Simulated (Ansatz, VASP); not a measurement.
# CdSe: VASP beside Ansatz

```
Cd Se
1.0
     4.27114    0.00000    0.00000
    -2.13557    3.69892    0.00000
     0.00000    0.00000    6.97288
Cd Se
2 2
Cartesian
  2.1356 1.2330 3.4864
  0.0000 2.4659 0.0000
  2.1356 1.2330 6.1710
  0.0000 2.4659 2.6846
```

Change from the starting cell: volume scaled by 0.98.

Alike in both runs: task single point; functional LDA; k mesh 7 × 7 × 4; occupations fermi-dirac, width 0.05 eV; no spin polarisation.

|  | VASP | Ansatz |
| --- | --- | --- |
| version | VASP 6.6.1 | Ansatz 0.2.0 |
| potentials or method | VASP PAW LDA potentials, release 64 (Cd, Se), cutoff 520 eV | all-electron LAPW, scalar-relativistic |

Ansatz gave:

| Item | Value |
| --- | --- |
| gap on the k mesh at the Fermi level (eV) | 0.47 |
| least direct gap on the mesh (eV) | 0.47 |
| pressure (GPa) | -0.7 |
| traceless stress, the component that is largest in VASP (GPa) | -1.23 |
| rms of the force components (eV/Å) | 0.158 |

Task: Estimate VASP's values.

Result: gap on the k mesh at the Fermi level (eV): 0.50; least direct gap on the mesh (eV): 0.50; pressure (GPa): -0.3; traceless stress, the component that is largest in VASP (GPa): -1.30; rms of the force components (eV/Å): 0.166.

LDA's correlation is that of Perdew and Zunger in VASP and of Perdew and Wang (1992) in Ansatz. Atom by atom the forces differ by 0.007 eV/Å (rms over components). Ansatz ran all-electron here, and VASP with PAW potentials.
